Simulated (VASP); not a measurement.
Wanted: the native input for a VASP 6.6.1 run.

| Property | Result |
| --- | --- |
| Task | single point |
| Functional | r2SCAN |
| Potentials or basis | VASP PAW PBE potentials, release 64 (Sc_sv) |
| Cutoff | 520 eV |
| k mesh | 12 × 12 × 12 |
| Occupations | gaussian, width 0.05 eV |
| Spin | no spin polarisation |
| Dipole correction | no |
| Further INCAR settings | ALGO = Normal; EDIFF = 1e-06; NBANDS = 12 |

Sc:

```
Sc
1.0
    -1.84064    1.84064    2.33190
     1.84064   -1.84064    2.33190
     1.84064    1.84064   -2.33190
Sc
1
Cartesian
  0.0000 0.0000 0.0000
```

One way to write it, as run:

POSCAR

```
Sc
1.0
   -1.8406422983      1.8406422983      2.3319047318
    1.8406422983     -1.8406422983      2.3319047318
    1.8406422983      1.8406422983     -2.3319047318
Sc
1
Direct
    0.0000000000      0.0000000000      0.0000000000
```

INCAR.step1

```
ALGO = Normal
EDIFF = 1E-4
ENCUT = 520
GGA = PE
ISMEAR = 0
LASPH = T
LCHARG = F
LREAL = F
LWAVE = T
NBANDS = 12
NELM = 60
PREC = Accurate
SIGMA = 0.05
```

INCAR.step2

```
ALGO = Normal
EDIFF = 1E-6
ENCUT = 520
ISIF = 2
ISMEAR = 0
ISTART = 1
LASPH = T
LCHARG = F
LMIXTAU = T
LREAL = F
LWAVE = F
METAGGA = R2SCAN
NBANDS = 12
NELM = 60
PREC = Accurate
SIGMA = 0.05
```

KPOINTS

```
k-points
0
Gamma
  12 12 12
```

Potentials or basis: VASP PAW PBE potentials, release 64 (Sc_sv).

Launch:

```console
$ cat potpaw_PBE.64/Sc_sv/POTCAR > POTCAR
$ cp INCAR.step1 INCAR
$ mpirun -np 1 vasp_std > vasp.out
$ cp INCAR.step2 INCAR
$ mpirun -np 1 vasp_std > vasp.out
```

Results of the run:

| Property | Result |
| --- | --- |
| Pressure | -8.6 GPa |
| Band gap on the k mesh | zero (an odd number of electrons rules out a gap without spin polarisation) |

Caveat: the cell stands under tension; the PAW data sets were made with another functional, which shifts forces and pressure a little.

Run time: 2.4 min on 1 thread of Intel(R) Xeon(R) Platinum 8488C (Sapphire Rapids), with other jobs on the host, peak memory 0.2 GiB.
